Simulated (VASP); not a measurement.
Input of a VASP 6.6.1 run:

File INCAR:

```
SYSTEM = AlN
PREC = Accurate
ENCUT = 520
EDIFF = 1E-7
ISMEAR = 0
SIGMA = 0.01
LREAL = .False.
LASPH = .True.
NELM = 100
ALGO = Normal
ISIF = 2
LWAVE = .False.
LCHARG = .False.
GGA = CA
NBANDS = 16
```

Contents of KPOINTS:

```
Automatic mesh
0
Gamma
  7 7 4
  0 0 0
```

Contents of POSCAR:

```
AlN
1.0
    3.1130000000      0.0000000000      0.0000000000
   -1.5565000000      2.6959370000      0.0000000000
    0.0000000000      0.0000000000      4.9810000000
Al N
2 2
Direct
    0.3333333333      0.6666666667      0.0000000000
    0.6666666667      0.3333333333      0.5000000000
    0.3333333333      0.6666666667      0.3800000000
    0.6666666667      0.3333333333      0.8800000000
```

Potentials or basis: VASP PAW LDA potentials, release 64 (Al, N).

Launch:

```sh
$ cat potpaw_LDA.64/Al/POTCAR potpaw_LDA.64/N/POTCAR > POTCAR
$ mpirun -np 1 vasp_std > vasp.out
```

What does it give for the pressure?

-4.1 GPa.

What does it give for the largest force?

0.120 eV/Å.

Estimate the band gap on the k mesh.

4.25 eV, direct.

Stress tensor (GPa, compression positive):
```
-4.66  0.00  0.00
 0.00 -4.66  0.00
 0.00  0.00 -2.96
```

As with any semilocal functional, this LDA gap is likely too small.
